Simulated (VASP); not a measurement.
# ZrOF2 (P-3m1) in VASP: relaxation of cell and atoms with PBE

Aim: the relaxation of cell and atoms of ZrOF2 with PBE.

Program: VASP 6.6.1. These are calculated values, not measurements. Logs are shortened: lines on timing, memory, paths and dates and some standing lists are left out, and cuts for length are marked.

## Step 1: The cell of the first run

It takes space group P-3m1 (No. 164, trigonal). Conventional cell: a = 2.984 Å, b = 2.984 Å, c = 5.454 Å, α = 90.00°, β = 90.00°, γ = 120.00°. Within 2.8 Å of Zr (site symmetry -3m) lie 6 F at 2.14 Å and 2 O at 2.73 Å. Within 3.0 Å of O (site symmetry -3m) lie 6 F at 2.25 Å and 2 Zr at 2.73 Å and 6 O at 2.98 Å. Within 2.8 Å of F (site symmetry 3m) lie 3 Zr at 2.14 Å and 3 O at 2.25 Å.

The cell was generated, and may not be a known phase.

## Step 2: Relaxation of cell and atoms, PBE

Input file INCAR:

```
PREC = Accurate
ENCUT = 600
EDIFF = 1E-7
ISMEAR = 0
SIGMA = 0.1
LREAL = F
LASPH = T
NELM = 100
ALGO = Normal
ISIF = 3
LWAVE = F
LCHARG = F
GGA = PE
IBRION = 2
NSW = 90
EDIFFG = -0.04
```

Input file KPOINTS:

```
Automatic mesh
0
Gamma
  6 6 4
```

Input file POSCAR:

```
ZrOF2
1.0
    2.9842487900      0.0000000000      0.0000000000
   -1.4921243900      2.5844352600      0.0000000000
    0.0000000000      0.0000000000      5.4540202100
Zr O F
1 1 2
Direct
    0.0000000000      0.0000000000      0.0000000000
    0.0000000000      0.0000000000      0.5000000000
    0.3333333300      0.6666666700      0.2332690100
    0.6666666700      0.3333333300      0.7667309900
```

Potentials or basis: VASP PAW PBE potentials, release 64 (Zr_sv, O, F).

The run is started by

```sh
$ cat potpaw_PBE.64/Zr_sv/POTCAR potpaw_PBE.64/O/POTCAR potpaw_PBE.64/F/POTCAR > POTCAR
$ mpirun -np 1 vasp_std > vasp.out
```

OUTCAR:

```text
PREC = Accurate
   ENCUT = 600
   EDIFF = 1E-7
   ISMEAR = 0
   LREAL = F
   LASPH = T
   NELM = 100
   ISIF = 3
   GGA = PE
   IBRION = 2
   NSW = 90
   EDIFFG = -0.04

 ion  position               nearest neighbor table
   1  0.000  0.000  0.000-   3 2.14   4 2.14   3 2.14   4 2.14   4 2.14   3 2.14   2 2.73   2 2.73

   2  0.000  0.000  0.500-   1 2.73   1 2.73
   3  0.333  0.667  0.233-   1 2.14   1 2.14   1 2.14
   4  0.667  0.333  0.767-   1 2.14   1 2.14   1 2.14

  LATTYP: Found a hexagonal cell.
 ALAT       =     2.9842487900
 C/A-ratio  =     1.8276023863

  Lattice vectors:

 A1 = (   2.9842487900,   0.0000000000,   0.0000000000)
 A2 = (  -1.4921243900,   2.5844352600,   0.0000000000)
 A3 = (   0.0000000000,   0.0000000000,   5.4540202100)

Analysis of symmetry for initial positions (statically):
=====================================================================
 Subroutine PRICEL returns:
 Original cell was already a primitive cell.

 Routine SETGRP: Setting up the symmetry group for a
 hexagonal supercell.

 Subroutine GETGRP returns: Found 12 space group operations
 (whereof 12 operations were pure point group operations)
 out of a pool of 24 trial point group operations.

The static configuration has the point symmetry D_3d.

Analysis of symmetry for dynamics (positions and initial velocities):
=====================================================================
 Subroutine PRICEL returns:
 Original cell was already a primitive cell.

 Routine SETGRP: Setting up the symmetry group for a
 hexagonal supercell.

 Subroutine GETGRP returns: Found 12 space group operations
 (whereof 12 operations were pure point group operations)
 out of a pool of 24 trial point group operations.

The dynamic configuration has the point symmetry D_3d.

 Subroutine INISYM returns: Found 12 space group operations
 (whereof 12 operations are pure point group operations),
 and found     1 'primitive' translations

----------------------------------------------------------------------------------------

                                     Primitive cell

  volume of cell :      42.0647

  direct lattice vectors                    reciprocal lattice vectors
[... 79 lines left out ...]
   NGXF,Y,Z  is equivalent  to a cutoff of  26.74, 26.74, 29.26 a.u.
 SYSTEM =  unknown system
   PREC   = accura    normal or accurate (medium, high low for compatibility)
   ISTART =      0    job   : 0-new  1-cont  2-samecut
   ICHARG =      2    charge: 1-file 2-atom 10-const
   ISPIN  =      1    spin polarized calculation?
   LNONCOLLINEAR =      F non collinear calculations
   LSORBIT =      F    spin-orbit coupling
   LASPH  =      T    aspherical Exc in radial PAW
   ENCUT  =  600.0 eV  44.10 Ry    6.64 a.u.   5.96  5.96 10.89*2*pi/ulx,y,z
   NELM   =    100;   NELMIN=  2; NELMDL= -5     # of ELM steps
   EDIFF  = 0.1E-06   stopping-criterion for ELM
   LREAL  =      F    real-space projection
   EDIFFG = -.4E-01   stopping-criterion for IOM
   NSW    =     90    number of steps for IOM
   IBRION =      2    ionic relax: 0-MD 1-quasi-New 2-CG
   NFREE  =      1    steps in history (QN), initial steepest desc. (CG)
   ISIF   =      3    stress and relaxation
   ISYM   =      2    0-nonsym 1-usesym 2-fastsym
   POTIM  = 0.5000    time-step for ionic-motion
   TEBEG  =    0.0;   TEEND  =   0.0 temperature during run
   PSTRESS=    0.0 pullay stress
   NELECT =      32.0000    total number of electrons
   NUPDOWN=      -1.0000    fix difference up-down
   EMIN   =  10.00;   EMAX   =-10.00  energy-range for DOS
   EFERMI =   0.00;   METHOD = LEGACY
   ISMEAR =     0;   SIGMA  =   0.10  broadening in eV -4-tet -1-fermi 0-gaus
   EFERMI_NEDOS =   21; number of points for ismear=-14 and -15
   IALGO  =     38    algorithm
   IMIX   =      4    mixing-type and parameters
     AMIX     =   0.40;   BMIX     =  1.00
     AMIX_MAG =   1.60;   BMIX_MAG =  1.00
  volume/ion in A,a.u.               =      10.52        70.97
  Fermi-wavevector in a.u.,A,eV,Ry     =   1.494465  2.824129 30.387591  2.233425
  Thomas-Fermi vector in A             =   2.606734
   LORBIT       =      0    0 simple, 1 ext, 2 COOP (PROOUT), +10 PAW based schemes
   GGA     = PE    functional components
   LHFCALC =     F    Hartree Fock is set to
   AEXX    =    0.0000 exact exchange contribution
   IVDW    =     0    specifies the selected vdW correction
   LEPSILON=     F    determine dielectric tensor
   LRPA    =     F    only Hartree local field effects (RPA)
 conjugate gradient relaxation of ions
 non-spin polarized calculation
 Gauss-broadening in eV      SIGMA  =   0.10
  energy-cutoff  :      600.00
  volume of cell :       42.06
 maximum number of plane-waves:      1428
   NGX = 11   NGY = 11   NGZ = 21

--------------------------------------- Ionic step        1  -------------------------------------------

 number of electron      32.0000012 magnetization

 Free energy of the ion-electron system (eV)
  ---------------------------------------------------
  ext. energy  EPLUGINS =         0.00000000
  ---------------------------------------------------
  free energy    TOTEN  =       -21.25126670 eV

  energy without entropy =      -21.22414615  energy(sigma->0) =      -21.23770642

------------------------ aborting loop because EDIFF is reached ----------------------------------------

  FORCE on cell =-STRESS in cart. coord.  units (eV):
  Direction    XX          YY          ZZ          XY          YZ          ZX
  --------------------------------------------------------------------------------------
  -------------------------------------------------------------------------------------
  Total       11.2234417     11.2234417      1.0057279      0.0000000      0.0000000     -0.0000000
  in kB      427.4833561    427.4833550     38.3066042      0.0000008      0.0000000     -0.0000000
  external PRESSURE =     297.7577718 kB  Pullay stress =       0.0000000 kB
[... 1216 lines left out ...]
     19       8.9512      0.00000
     20       8.9512      0.00000

[... ionic steps 4 to 23 ...]

--------------------------------------- Ionic step       24  -------------------------------------------

 number of electron      32.0000050 magnetization

------------------------ aborting loop because EDIFF is reached ----------------------------------------
[... 71 lines left out ...]
--------------------------------------- Ionic step       26  -------------------------------------------

 number of electron      32.0000052 magnetization

 Free energy of the ion-electron system (eV)
  ---------------------------------------------------
  ext. energy  EPLUGINS =         0.00000000
  ---------------------------------------------------
  free energy    TOTEN  =       -30.45755516 eV

  energy without entropy =      -30.45755516  energy(sigma->0) =      -30.45755516

 E-fermi :   3.7471     XC(G=0): -10.1664

 val. band max:        3.1941381594   @ k =   0.0000   0.0000   0.0000
 cond. band min:       6.7769339505   @ k =   0.5000  -0.0000   0.0000
 fundamental gap:      3.5827957911
 Fermi energy:         3.7471149876
[... 581 lines left out ...]
  FREE ENERGIE OF THE ION-ELECTRON SYSTEM (eV)
  ---------------------------------------------------
  free  energy   TOTEN  =       -30.4575551566 eV

  energy  without entropy=      -30.4575551566  energy(sigma->0) =      -30.45755516

 reached required accuracy - stopping structural energy minimisation
```

OSZICAR:

```text
N       E                     dE             d eps       ncg     rms          rms(c)
DAV:   1     0.301052897319E+03    0.30105E+03   -0.21077E+04   960   0.185E+03
DAV:   2    -0.800025376100E+01   -0.30905E+03   -0.29663E+03  1140   0.436E+02
DAV:   3    -0.266915663183E+02   -0.18691E+02   -0.18236E+02  1316   0.105E+02
[... 331 lines left out ...]
DAV:   4    -0.304575531226E+02    0.11423E-05   -0.15808E-05  1460   0.268E-02    0.845E-03
DAV:   5    -0.304575542959E+02   -0.11733E-05   -0.62994E-07  1132   0.752E-03    0.367E-03
DAV:   6    -0.304575550030E+02   -0.70711E-06   -0.71995E-07  1412   0.556E-03    0.686E-04
DAV:   7    -0.304575551241E+02   -0.12104E-06   -0.24856E-08   496   0.137E-03    0.316E-04
DAV:   8    -0.304575551566E+02   -0.32506E-07   -0.33686E-09   480   0.529E-04
  26 F= -.30457555E+02 E0= -.30457555E+02  d E =-.385349E-03
```

CONTCAR:

```text
ZrOF2
   1.00000000000000
     3.8405348223012128    0.0000000012152980   -0.0000000000000000
    -1.9202674036634522    3.3260007138973240   -0.0000000000000000
     0.0000000000000000   -0.0000000000000000    3.9771893078850469
  Zr              O               F
     1     1     2
Direct
     0.0000000000000000    0.0000000000000000    0.0000000000000000
     0.0000000000000000    0.0000000000000000    0.5000000000000000
     0.3333333300000021    0.6666666699999979    0.0518431456104361
     0.6666666699999979    0.3333333300000021    0.9481568543895635

  0.00000000E+00  0.00000000E+00  0.00000000E+00
  0.00000000E+00  0.00000000E+00  0.00000000E+00
  0.00000000E+00  0.00000000E+00  0.00000000E+00
  0.00000000E+00  0.00000000E+00  0.00000000E+00
```

Wall time 13 min (1 thread of Oxide Virtual Turin-like, shared host); peak memory 0.17 GiB.

What came out:

| Property | Result |
| --- | --- |
| Free energy | -30.4576 eV |
| Relaxed volume | 12.70 Å³/atom |
| Relaxed cell | a = 3.841 Å, b = 3.841 Å, c = 3.977 Å, α = 90.00°, β = 90.00°, γ = 120.00° |
| Space group after relaxing (to 0.1 Å) | P-3m1 (No. 164) |
| Energy gained by relaxing | 2301.6 meV/atom |
| Ionic steps | 26 |
| Pressure after relaxing | -0.4 GPa |
| Largest force after relaxing | 0.022 eV/Å |
| Band gap on the k mesh | 3.58 eV (least direct gap 3.61 eV) |

Forces on the atoms (eV/Å):
```
Zr   0.000  0.000  0.000
O    0.000  0.000  0.000
F    0.000  0.000 -0.022
F    0.000  0.000  0.022
```

Step by step:
| step | energy change (eV) | largest force (eV/Å) | pressure (GPa) | volume (Å³) |
| --- | --- | --- | --- | --- |
| 1 | 0.0000 | 1.2772 | 29.78 | 42.06 |
| 2 | -1.6530 | 2.6075 | -10.42 | 54.88 |
| 3 | -1.6516 | 2.9931 | -20.05 | 61.88 |
| 4 | -1.7074 | 2.8076 | -15.23 | 58.03 |
| 5 | -3.6146 | 3.2155 | -24.33 | 60.72 |
| 6 | -5.9210 | 2.4398 | -35.89 | 63.15 |
| 7 | -7.6465 | 1.8730 | -29.80 | 58.36 |
| 8 | -8.0892 | 1.5287 | -20.97 | 55.54 |
| 9 | -8.0970 | 1.4606 | -18.56 | 54.98 |
| 10 | -8.5942 | 1.3607 | -10.08 | 52.10 |
| 11 | -8.8608 | 1.1539 | 1.43 | 48.88 |
| 12 | -8.8716 | 1.0781 | 4.87 | 48.06 |
| 13 | -8.9233 | 1.0103 | 2.53 | 48.52 |
| 14 | -8.9664 | 0.8759 | -1.38 | 49.40 |
| 15 | -9.0169 | 0.7609 | -1.19 | 49.52 |
| 16 | -9.1227 | 0.4729 | -0.68 | 49.89 |
| 17 | -9.1703 | 0.1433 | -0.02 | 50.62 |
| 18 | -9.1751 | 0.1890 | -0.11 | 50.47 |
| 19 | -9.2034 | 0.0486 | -0.48 | 50.69 |
| 20 | -9.2035 | 0.0506 | -0.48 | 50.69 |
| 21 | -9.2048 | 0.0285 | 0.50 | 50.51 |
| 22 | -9.2048 | 0.0234 | 0.74 | 50.47 |
| 23 | -9.2059 | 0.0245 | 0.26 | 50.64 |
| 24 | -9.2059 | 0.0245 | 0.19 | 50.66 |
| 25 | -9.2063 | 0.0208 | -0.51 | 50.84 |
| 26 | -9.2063 | 0.0216 | -0.37 | 50.80 |

Final structure:
```yaml
crystal:
  lattice:
    - [3.84053, 0.00000, 0.00000]
    - [-1.92027, 3.32600, 0.00000]
    - [0.00000, 0.00000, 3.97719]
  atoms:
    - { symbol: Zr, position: [0.00000, 0.00000, 0.00000] }
    - { symbol: O, position: [0.00000, 0.00000, 0.50000] }
    - { symbol: F, position: [0.33333, 0.66667, 0.05184] }
    - { symbol: F, position: [0.66667, 0.33333, 0.94816] }
```

Caveat: the volume moved by over 15 % at a fixed basis, so the end points are rough.
